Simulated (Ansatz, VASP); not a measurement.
# Al: VASP beside Ansatz

```
CELL_PARAMETERS angstrom
0.00000 2.00823 2.00823
2.00823 0.00000 2.00823
2.00823 2.00823 0.00000
ATOMIC_POSITIONS crystal
Al 0.00000 0.00000 0.00000
```

Alike in both runs: functional PBEsol; k mesh 20 × 20 × 20; occupations fermi-dirac, width 0.15 eV; no spin polarisation.

Ansatz relaxed the structure, and its values are those at the end. VASP's run is a single point on that final structure, the one shown.

```csv
,VASP,Ansatz
version,VASP 6.6.1,Ansatz 0.2.0
potentials or method,"VASP PAW PBE potentials, release 64 (Al), cutoff 520 eV","scalar-relativistic, plane waves, PAW"
valence electrons in the cell,3,3
```

Ansatz gave:

| Quantity | Value |
| --- | --- |
| gap on the k mesh at the Fermi level (eV) | none |
| pressure (GPa) | 0.0 |

Task: What did VASP give for the same quantities?

Result: gap on the k mesh at the Fermi level (eV): none; pressure (GPa): 0.1.

VASP's potentials were made for PBE, not for PBEsol. A gap of «none» marks a metal or a gap that the smearing closes.
